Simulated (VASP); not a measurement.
BeTe, 2 atoms in the cell. It takes space group Immm (No. 71, orthorhombic). Conventional cell: a = 4.025 Å, b = 4.581 Å, c = 4.832 Å, α = 90.00°, β = 90.00°, γ = 90.00°. Be (site symmetry mmm) has 2 Te at 2.29 Å within 3.0 Å. Te (site symmetry mmm) has 2 Be at 2.29 Å within 3.0 Å. 

* Program: VASP 6.6.1
* Task: single point
* Functional: PBE
* Potentials or basis: VASP PAW PBE potentials, release 64 (Be, Te)
* Cutoff: 520 eV
* k mesh: 6 × 6 × 6
* Occupations: gaussian, width 0.1 eV
* Spin: no spin polarisation
* Dipole correction: no
* Further INCAR settings: ALGO = Normal; EDIFF = 1e-07; NBANDS = 11

Potentials or basis: VASP PAW PBE potentials, release 64 (Be, Te).

The run is started by

```sh
$ cat potpaw_PBE.64/Be/POTCAR potpaw_PBE.64/Te/POTCAR > POTCAR
$ mpirun -np 1 vasp_std > vasp.out
```

Hardware: 1 thread of Intel(R) Xeon(R) 6975P-C (Granite Rapids), with other jobs on the host.

Q: Estimate the wall time of this run.

A: Run time: 13 s on 1 thread of Intel(R) Xeon(R) 6975P-C (Granite Rapids), with other jobs on the host, peak memory 0.18 GiB. Counts: scf iterations 13, k points 46.
